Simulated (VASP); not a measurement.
# B (Im-3m) in VASP: further runs

Runs on B. Level: PBE. Tasks: single point.

Program: VASP 6.6.1. These are calculated values, not measurements. Logs are shortened: lines on timing, memory, paths and dates and some standing lists are left out, and cuts for length are marked.

### Step 1. The cell of the first run

It takes space group Im-3m (No. 229, cubic). The conventional cell has a = 2.125 Å, b = 2.125 Å, c = 2.125 Å, α = 90.00°, β = 90.00°, γ = 90.00°. B (site symmetry m-3m) has 14 B at 1.84 to 2.12 Å within 2.4 Å.

### Step 2. Single point, PBE (volume scaled by 0.78)

The input, INCAR:

```
ALGO = Normal
EDIFF = 1E-6
ENCUT = 520
GGA = PE
ISIF = 2
ISMEAR = -1
LASPH = True
LCHARG = False
LREAL = False
LWAVE = False
NBANDS = 8
NELM = 80
PREC = Accurate
SIGMA = 0.1
```

The input, KPOINTS:

```
k-points
0
Gamma
  22 22 22
```

The input, POSCAR:

```
B
1.0
   -1.0624537123      1.0624537123      1.0624537123
    1.0624537123     -1.0624537123      1.0624537123
    1.0624537123      1.0624537123     -1.0624537123
B
1
Direct
    0.0000000000      0.0000000000      0.0000000000
```

Potentials or basis: VASP PAW PBE potentials, release 64 (B).

Run with:

```bash
> cat potpaw_PBE.64/B/POTCAR > POTCAR
> mpirun -np 1 vasp_std > vasp.out
```

OUTCAR:

```text
EDIFF = 1E-6
   ENCUT = 520
   GGA = PE
   ISIF = 2
   ISMEAR = -1
   LASPH = True
   LREAL = False
   NELM = 80
   PREC = Accurate

 ion  position               nearest neighbor table
   1  0.000  0.000  0.000-

  LATTYP: Found a body centered cubic cell.
 ALAT       =     2.1249074246

  Lattice vectors:

 A1 = (  -1.0624537123,   1.0624537123,   1.0624537123)
 A2 = (   1.0624537123,  -1.0624537123,   1.0624537123)
 A3 = (   1.0624537123,   1.0624537123,  -1.0624537123)

Analysis of symmetry for initial positions (statically):
=====================================================================
 Subroutine PRICEL returns:
 Original cell was already a primitive cell.

 Routine SETGRP: Setting up the symmetry group for a
 body centered cubic supercell.

 Subroutine GETGRP returns: Found 48 space group operations
 (whereof 48 operations were pure point group operations)
 out of a pool of 48 trial point group operations.

The static configuration has the point symmetry O_h .

Analysis of symmetry for dynamics (positions and initial velocities):
=====================================================================
 Subroutine PRICEL returns:
 Original cell was already a primitive cell.

 Routine SETGRP: Setting up the symmetry group for a
 body centered cubic supercell.

 Subroutine GETGRP returns: Found 48 space group operations
 (whereof 48 operations were pure point group operations)
 out of a pool of 48 trial point group operations.

The dynamic configuration has the point symmetry O_h .

 Subroutine INISYM returns: Found 48 space group operations
 (whereof 48 operations are pure point group operations),
 and found     1 'primitive' translations

----------------------------------------------------------------------------------------

                                     Primitive cell

  volume of cell :       4.7972

  direct lattice vectors                    reciprocal lattice vectors
    -1.062453712  1.062453712  1.062453712     0.000000000  0.470608737  0.470608737
     1.062453712 -1.062453712  1.062453712     0.470608737  0.000000000  0.470608737
     1.062453712  1.062453712 -1.062453712     0.470608737  0.470608737  0.000000000

  length of vectors
     1.840223810  1.840223810  1.840223810     0.665541259  0.665541259  0.665541259

  position of ions in fractional coordinates (direct lattice)
     0.000000000  0.000000000  0.000000000

  ion indices of the primitive-cell ions
   primitive index   ion index
                 1           1

----------------------------------------------------------------------------------------

 KPOINTS: k-points

Automatic generation of k-mesh.
 Grid dimensions read from file:
 generate k-points for:   22   22   22

 Generating k-lattice:

  Cartesian coordinates                     Fractional coordinates (reciprocal lattice)
     0.000000000  0.021391306  0.021391306     0.045454545  0.000000000  0.000000000
     0.021391306  0.000000000  0.021391306     0.000000000  0.045454545  0.000000000
     0.021391306  0.021391306  0.000000000     0.000000000  0.000000000  0.045454545

  Length of vectors
     0.030251875  0.030251875  0.030251875

  Shift w.r.t. Gamma in fractional coordinates (k-lattice)
     0.000000000  0.000000000  0.000000000

 Subroutine IBZKPT returns following result:
 ===========================================

 Found    328 irreducible k-points:

 Following reciprocal coordinates:
            Coordinates               Weight
  0.000000  0.000000  0.000000      1.000000
  0.045455  0.000000  0.000000     12.000000
  0.090909  0.000000  0.000000     12.000000
  0.136364  0.000000  0.000000     12.000000
  0.181818  0.000000  0.000000     12.000000
  0.227273  0.000000  0.000000     12.000000
[... 16 lines left out ...]
  0.090909  0.090909  0.000000     24.000000
  0.136364  0.090909 -0.000000     48.000000
 [... further k-points ...]
   k-points           NKPTS =    328   k-points in BZ     NKDIM =    328   number of bands    NBANDS=      8
   number of dos      NEDOS =    301   number of ions     NIONS =      1
   total plane-waves  NPLWV =   2744
   dimension x,y,z NGX =    14 NGY =   14 NGZ =   14
   dimension x,y,z NGXF=    28 NGYF=   28 NGZF=   28
   ions per type =               1
   NGX,Y,Z   is equivalent  to a cutoff of  12.65, 12.65, 12.65 a.u.
   NGXF,Y,Z  is equivalent  to a cutoff of  25.30, 25.30, 25.30 a.u.
 SYSTEM =  unknown system
   PREC   = accura    normal or accurate (medium, high low for compatibility)
   ISTART =      0    job   : 0-new  1-cont  2-samecut
   ICHARG =      2    charge: 1-file 2-atom 10-const
   ISPIN  =      1    spin polarized calculation?
   LNONCOLLINEAR =      F non collinear calculations
   LSORBIT =      F    spin-orbit coupling
   LASPH  =      T    aspherical Exc in radial PAW
   ENCUT  =  520.0 eV  38.22 Ry    6.18 a.u.   3.42  3.42  3.42*2*pi/ulx,y,z
   NELM   =     80;   NELMIN=  2; NELMDL= -5     # of ELM steps
   EDIFF  = 0.1E-05   stopping-criterion for ELM
   LREAL  =      F    real-space projection
   EDIFFG = 0.1E-04   stopping-criterion for IOM
   NSW    =      0    number of steps for IOM
   IBRION =     -1    ionic relax: 0-MD 1-quasi-New 2-CG
   NFREE  =      0    steps in history (QN), initial steepest desc. (CG)
   ISIF   =      2    stress and relaxation
   ISYM   =      2    0-nonsym 1-usesym 2-fastsym
   POTIM  = 0.5000    time-step for ionic-motion
   TEBEG  =    0.0;   TEEND  =   0.0 temperature during run
   PSTRESS=    0.0 pullay stress
   NELECT =       3.0000    total number of electrons
   NUPDOWN=      -1.0000    fix difference up-down
   EMIN   =  10.00;   EMAX   =-10.00  energy-range for DOS
   EFERMI =   0.00;   METHOD = LEGACY
   ISMEAR =    -1;   SIGMA  =   0.10  broadening in eV -4-tet -1-fermi 0-gaus
   EFERMI_NEDOS =   21; number of points for ismear=-14 and -15
   IALGO  =     38    algorithm
   IMIX   =      4    mixing-type and parameters
     AMIX     =   0.40;   BMIX     =  1.00
     AMIX_MAG =   1.60;   BMIX_MAG =  1.00
  volume/ion in A,a.u.               =       4.80        32.37
  Fermi-wavevector in a.u.,A,eV,Ry     =   1.399969  2.645559 26.666256  1.959915
  Thomas-Fermi vector in A             =   2.522976
   LORBIT       =      0    0 simple, 1 ext, 2 COOP (PROOUT), +10 PAW based schemes
   GGA     = PE    functional components
   LHFCALC =     F    Hartree Fock is set to
   AEXX    =    0.0000 exact exchange contribution
   IVDW    =     0    specifies the selected vdW correction
   LEPSILON=     F    determine dielectric tensor
   LRPA    =     F    only Hartree local field effects (RPA)
 non-spin polarized calculation
  energy-cutoff  :      520.00
  volume of cell :        4.80
 maximum number of plane-waves:       140
 NGX is ok and might be reduce to    14
   NGX =  7   NGY =  7   NGZ =  7

 number of electron       3.0000000 magnetization

 Free energy of the ion-electron system (eV)
  ---------------------------------------------------
  ext. energy  EPLUGINS =         0.00000000
  ---------------------------------------------------
  free energy    TOTEN  =        -4.67350065 eV

  energy without entropy =       -4.66659314  energy(sigma->0) =       -4.67004690

 E-fermi :  13.2494     XC(G=0): -13.9200

 val. band max:       13.2472667893   @ k =   0.2273   0.2273   0.0909
 cond. band min:      13.2532497509   @ k =  -0.3636   0.4091   0.0909
 fundamental gap:      0.0059829615
 Fermi energy:        13.2493848973

 k-point     1 :       0.0000    0.0000    0.0000
  band No.  band energies     occupation
      1      -8.5111      2.00000
      2      32.6346      0.00000
      3      32.6346      0.00000
      4      32.6346      0.00000
      5      52.2705      0.00000
      6      52.2705      0.00000
      7      52.2705      0.00000
      8      56.5100      0.00000

 k-point     2 :       0.0455    0.0000    0.0000
  band No.  band energies     occupation
      1      -8.4059      2.00000
      2      32.2496      0.00000
      3      32.3193      0.00000
      4      32.5539      0.00000
      5      51.0868      0.00000
      6      51.1079      0.00000
      7      52.8493      0.00000
      8      54.7818      0.00000

 k-point     3 :       0.0909    0.0000    0.0000
  band No.  band energies     occupation
      1      -8.0900      2.00000
      2      31.0704      0.00000
      3      31.4774      0.00000
      4      32.3156      0.00000
      5      48.3952      0.00000
      6      48.9914      0.00000
      7      53.9986      0.00000
      8      54.4810      0.00000

 k-point     4 :       0.1364    0.0000    0.0000
  band No.  band energies     occupation
      1      -7.5639      2.00000
      2      29.0978      0.00000
      3      30.3280      0.00000
      4      31.9351      0.00000
      5      46.1594      0.00000
      6      46.8532      0.00000
      7      53.1957      0.00000
      8      56.0914      0.00000

 k-point     5 :       0.1818    0.0000    0.0000
  band No.  band energies     occupation
      1      -6.8280      2.00000
      2      26.4755      0.00000
      3      29.0702      0.00000
      4      31.4419      0.00000
      5      44.7245      0.00000
      6      44.8934      0.00000
      7      52.8970      0.00000
      8      57.6658      0.00000
[... 177 lines left out ...]
 k-point    22 :       0.4545    0.0455    0.0000
  band No.  band energies     occupation
      1       1.7519      2.00000
      2       8.8233      2.00000
      3      23.7256      0.00000
      4      28.0562      0.00000
      5      39.1941      0.00000
      6      44.3923      0.00000
      7      58.8277      0.00000
      8      62.4767      0.00000

 k-point    23 :       0.0909    0.0909    0.0000
  band No.  band energies     occupation
      1      -7.2480      2.00000
      2      28.6675      0.00000
      3      29.2771      0.00000
      4      31.2201      0.00000
      5      45.4512      0.00000
      6      46.3571      0.00000
      7      52.8258      0.00000
      8      57.0474      0.00000

 k-point    24 :       0.1364    0.0909   -0.0000
  band No.  band energies     occupation
      1      -6.5119      2.00000
      2      26.5094      0.00000
      3      27.7006      0.00000
      4      30.4967      0.00000
      5      44.4342      0.00000
      6      45.2685      0.00000
      7      52.9028      0.00000
      8      58.4686      0.00000

 [... further k-points ...]

------------------------ aborting loop because EDIFF is reached ----------------------------------------

  FORCE on cell =-STRESS in cart. coord.  units (eV):
  Direction    XX          YY          ZZ          XY          YZ          ZX
  --------------------------------------------------------------------------------------
  -------------------------------------------------------------------------------------
  Total        2.7748291      2.7748291      2.7748291     -0.0000000     -0.0000000      0.0000000
  in kB      926.7375932    926.7375932    926.7375932     -0.0000000     -0.0000000      0.0000000
  external PRESSURE =     926.7375932 kB  Pullay stress =       0.0000000 kB

 VOLUME and BASIS-vectors are now :
 -----------------------------------------------------------------------------
  energy-cutoff  :      520.00
  volume of cell :        4.80
      direct lattice vectors                 reciprocal lattice vectors
    -1.062453712  1.062453712  1.062453712     0.000000000  0.470608737  0.470608737
     1.062453712 -1.062453712  1.062453712     0.470608737  0.000000000  0.470608737
     1.062453712  1.062453712 -1.062453712     0.470608737  0.470608737  0.000000000

 POSITION                                       TOTAL-FORCE (eV/Angst)
 -----------------------------------------------------------------------------------
      0.00000      0.00000      0.00000        -0.000000     -0.000000     -0.000000
 -----------------------------------------------------------------------------------
    total drift:                               -0.000000      0.000000      0.000000

  FREE ENERGIE OF THE ION-ELECTRON SYSTEM (eV)
  ---------------------------------------------------
  free  energy   TOTEN  =        -4.6735006539 eV

  energy  without entropy=       -4.6665931434  energy(sigma->0) =       -4.67004690
```

It took 20 s on 1 thread of AMD EPYC 7R13, shared host; peak memory 0.08 GiB.

What came out:

| Property | Result |
| --- | --- |
| Free energy | -4.6735 eV |
| Pressure | 92.7 GPa |

Caveat: the cell differs from its parent crystal (volume scaled by 0.78).

### Step 3. Single point, PBE (volume scaled by 0.88)

The input, INCAR:

```
  PREC = Accurate
  ENCUT = 520
  EDIFF = 1E-6
  ISMEAR = -1
  SIGMA = 0.1
  LREAL = False
  LASPH = True
  NELM = 80
  ALGO = Normal
  ISIF = 2
  LWAVE = False
  LCHARG = True
  GGA = PE
  LELF = True
  LVHAR = True
  NBANDS = 8
```

The input, KPOINTS:

```
regular mesh
0
Gamma
  22 22 22
```

The input, POSCAR:

```
B
1.0
   -1.1060447742      1.1060447742      1.1060447742
    1.1060447742     -1.1060447742      1.1060447742
    1.1060447742      1.1060447742     -1.1060447742
B
1
Direct
    0.0000000000      0.0000000000      0.0000000000
```

Potentials or basis: VASP PAW PBE potentials, release 64 (B).

Run with:

```bash
> cat potpaw_PBE.64/B/POTCAR > POTCAR
> mpirun -np 1 vasp_std > vasp.out
```

Run time: 24 s. Hardware: 1 thread of AMD EPYC 7R13, shared host; peak memory 0.08 GiB.

It converged, with:

```
Free energy : -4.9162 eV
Pressure    : 38.0 GPa
```

Levels at points of the mesh, in eV from the Fermi level:
```tsv
k point	band 1	band 2	band 3	band 4	band 5	band 6
(0.00, 0.00, 0.00)	-20.22	17.39	17.39	17.39	36.33	36.33
(0.50, 0.00, 0.00)	-10.28	-4.69	9.67	13.96	23.57	28.25
(0.50, 0.50, 0.50)	0.36	0.36	0.36	10.48	10.48	13.93
```

Caveat: the cell differs from its parent crystal (volume scaled by 0.88).

### Step 4. Single point, PBE (volume scaled by 0.88)

The input, INCAR:

```
SYSTEM = B
PREC = Accurate
ENCUT = 520
EDIFF = 1E-6
ISMEAR = -1
SIGMA = 0.1
LREAL = .FALSE.
LASPH = .TRUE.
NELM = 100
ALGO = Normal
ISIF = 2
LWAVE = .FALSE.
LCHARG = .TRUE.
GGA = PE
LELF = .TRUE.
LVHAR = .TRUE.
NBANDS = 8
```

The input, KPOINTS:

```
regular mesh
0
G
  22 22 22
  0 0 0
```

POSCAR is that of step 3.

Run with:

```bash
> cat potpaw_PBE.64/B/POTCAR > POTCAR
> mpirun -np 1 vasp_std > vasp.out
```

It took 22 s on 1 thread of AMD EPYC 7R13, shared host; peak memory 0.08 GiB.

Results (log left out):

| Item | Value |
| --- | --- |
| Free energy | -4.9162 eV |
| Pressure | 38.0 GPa |

Levels at points of the mesh, in eV from the Fermi level:
| k point | band 1 | band 2 | band 3 | band 4 | band 5 |
| --- | --- | --- | --- | --- | --- |
| (0.00, 0.00, 0.00) | -20.22 | 17.39 | 17.39 | 17.39 | 36.33 |
| (0.50, 0.00, 0.00) | -10.28 | -4.69 | 9.67 | 13.96 | 23.57 |
| (0.50, 0.50, 0.50) | 0.36 | 0.36 | 0.36 | 10.48 | 10.48 |

Caveat: the cell differs from its parent crystal (volume scaled by 0.88).

### Step 5. Single point, PBE

This run uses another cell than the first one, of 6.15 Å³/atom, 1.282 times its volume.

The input, INCAR:

```
PREC     = Accurate       # precision mode
ENCUT    = 520            # plane-wave cutoff, eV
EDIFF    = 1E-6           # SCF threshold, eV
ISMEAR   = -1             # smearing method
SIGMA    = 0.1            # smearing width, eV
LREAL    = F              # projectors in reciprocal space
LASPH    = T              # aspherical terms in the spheres
NELM     = 100            # most SCF steps
ALGO     = Normal         # electronic algorithm
ISIF     = 2              # what is computed and relaxed
LWAVE    = F              # write WAVECAR
LCHARG   = T              # write CHGCAR
GGA      = PE             # functional
LELF     = T              # ELF
LVHAR    = T            
NBANDS   = 8              # bands
```

The input, KPOINTS:

```
Automatic mesh
0
Gamma
  22 22 22
```

The input, POSCAR:

```
B
1.0
   -1.1541931277      1.1541931277      1.1541931277
    1.1541931277     -1.1541931277      1.1541931277
    1.1541931277      1.1541931277     -1.1541931277
B
1
Direct
    0.0000000000      0.0000000000      0.0000000000
```

Potentials or basis: VASP PAW PBE potentials, release 64 (B).

Run with:

```bash
> cat potpaw_PBE.64/B/POTCAR > POTCAR
> mpirun -np 1 vasp_std > vasp.out
```

OUTCAR:

```text
PREC = Accurate
   ENCUT = 520
   EDIFF = 1E-6
   ISMEAR = -1
   LREAL = F
   LASPH = T
   NELM = 100
   ISIF = 2
   GGA = PE

 ion  position               nearest neighbor table
   1  0.000  0.000  0.000-

  LATTYP: Found a body centered cubic cell.
 ALAT       =     2.3083862554

  Lattice vectors:

 A1 = (  -1.1541931277,   1.1541931277,   1.1541931277)
 A2 = (   1.1541931277,  -1.1541931277,   1.1541931277)
 A3 = (   1.1541931277,   1.1541931277,  -1.1541931277)

[... 432 lines left out ...]
  band No.  band energies     occupation
      1      -6.8709      2.00000
      2      20.6314      0.00000
      3      21.7580      0.00000
      4      23.9524      0.00000
      5      36.9354      0.00000
      6      37.7378      0.00000
      7      44.4235      0.00000
      8      49.0063      0.00000

 [... further k-points ...]
[... 5 lines left out ...]
  --------------------------------------------------------------------------------------
  -------------------------------------------------------------------------------------
  Total       -0.0045803     -0.0045803     -0.0045803      0.0000000     -0.0000000      0.0000000
  in kB       -1.1931913     -1.1931913     -1.1931913      0.0000000     -0.0000000      0.0000000
  external PRESSURE =      -1.1931913 kB  Pullay stress =       0.0000000 kB

 VOLUME and BASIS-vectors are now :
 -----------------------------------------------------------------------------
  energy-cutoff  :      520.00
  volume of cell :        6.15
      direct lattice vectors                 reciprocal lattice vectors
    -1.154193128  1.154193128  1.154193128     0.000000000  0.433203065  0.433203065
     1.154193128 -1.154193128  1.154193128     0.433203065  0.000000000  0.433203065
     1.154193128  1.154193128 -1.154193128     0.433203065  0.433203065  0.000000000

 POSITION                                       TOTAL-FORCE (eV/Angst)
 -----------------------------------------------------------------------------------
      0.00000      0.00000      0.00000         0.000000      0.000000      0.000000
 -----------------------------------------------------------------------------------
    total drift:                               -0.000000     -0.000000     -0.000000

  FREE ENERGIE OF THE ION-ELECTRON SYSTEM (eV)
  ---------------------------------------------------
  free  energy   TOTEN  =        -4.9952213597 eV

  energy  without entropy=       -4.9880617424  energy(sigma->0) =       -4.99164155
```

Run time: 32 s. Hardware: 1 thread of AMD EPYC 7R13, shared host; peak memory 0.09 GiB.

Results:

| Property | Result |
| --- | --- |
| Free energy | -4.9952 eV |
| Pressure | -0.1 GPa |

Levels at points of the mesh, in eV from the Fermi level:
```csv
k point,band 1,band 2,band 3,band 4,band 5
"(0.00, 0.00, 0.00)",-18.66,15.49,15.49,15.49,33.74
"(0.50, 0.00, 0.00)",-9.17,-4.64,8.67,12.60,22.13
"(0.50, 0.50, 0.50)",0.37,0.37,0.37,10.19,10.19
```

### Step 6. Summary

| cell | gap on the mesh (eV) | pressure (GPa) |
| --- | --- | --- |
| a = 1.840 Å, angles 109.5°, 1 atom | none | 92.7 |
| a = 1.916 Å, angles 109.5°, 1 atom | none | 38.0 |
| a = 1.999 Å, angles 109.5°, 1 atom | none | -0.1 |

Alike in all rows: task single point; level PBE; potentials or basis VASP PAW PBE potentials, release 64 (B); no spin polarisation; k mesh 22 × 22 × 22; cutoff (eV) 520; smearing fermi-dirac 0.1 eV.

Absolute energies hang on the potentials; compare differences alone.
